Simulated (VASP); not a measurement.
V: single point with PBEsol

The system is V.

```xyz
1
Lattice="0.0000 1.8846 1.8846 1.8846 0.0000 1.8846 1.8846 1.8846 0.0000" Properties=species:S:1:pos:R:3 pbc="T T T"
V     0.0000    0.0000    0.0000
```

```yaml
Program: VASP 6.6.1
Task: single point
Functional: PBEsol
Potentials_or_basis: VASP PAW PBE potentials, release 64 (V_sv)
Cutoff: 520 eV
k_mesh: 18 × 18 × 18
Occupations: gaussian, width 0.1 eV
Spin: no spin polarisation
```

The pressure is 0.2 GPa.

Levels at points of the mesh, in eV from the Fermi level:
```csv
k point,band 4,band 5,band 6,band 7,band 8,band 9
"(0.00, 0.00, 0.00)",-37.19,-6.93,0.17,0.17,0.17,1.99
"(0.50, 0.00, 0.00)",-37.31,-3.44,0.03,0.03,0.90,3.24
"(0.50, 0.50, 0.00)",-37.51,-3.64,-2.75,3.20,3.57,3.57
```

Wall time 30 s on 1 thread of Intel Xeon 6975P-C, on a shared host, peak memory 0.14 GiB.

Caveat: the PAW data sets were made with another functional, which shifts forces and pressure a little.
